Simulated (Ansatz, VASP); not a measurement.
# NiO in VASP and in Ansatz

```
Ni O
1.0
     0.00000    2.08590    2.08590
     2.08590    0.00000    2.08590
     2.08590    2.08590    0.00000
Ni O
1 1
Direct
  0.00000 0.00000 0.00000
  0.50000 0.50000 0.50000
```

Alike in both runs: task relaxation of cell and atoms; functional r2SCAN; dispersion D4; k mesh 11 × 11 × 11; occupations fermi-dirac, width 0.05 eV; collinear spin.

|  | VASP | Ansatz |
| --- | --- | --- |
| version | VASP 6.6.1 | Ansatz 0.2.0 |
| potentials or method | VASP PAW PBE potentials, release 64 (Ni, O) | Ansatz PAW |
| plane-wave cutoff (eV) | 600 | 500 |
| valence electrons in the cell | 16 | 24 |

|  | VASP | Ansatz | Ansatz less VASP |
| --- | --- | --- | --- |
| gap on the k mesh at the Fermi level, each at its own relaxed structure (eV) | 0.75 | 0.84 | +0.086 |
| net moment per atom (μB) | 1.00 | 1.00 | 0.000 |
| size of the moment on the site where the two differ most (μB) | 1.69 | 1.67 | -0.025 |
| relaxed volume (Å³/atom) | 9.11 | 9.12 | +0.011 |
| relaxed length of the cell vector where the two differ most in proportion (Å) | 2.954 | 2.955 | +0.0012 |

VASP's potentials were made for PBE, not for r2SCAN. Site moments also hang on the region over which each program counts them. VASP's potentials hold 16 valence electrons a cell and Ansatz's 24, so a difference there can come from the potentials and not from the codes.

Noted on Ansatz's run: the magnetic or orbital state may not be the lowest; odd divisions of the mesh miss points on the zone boundary, where band edges often lie, so the gap on the mesh can be too wide; the plane-wave basis is chosen anew once the cell has moved, so the energies of steps on either side of that aren't comparable.
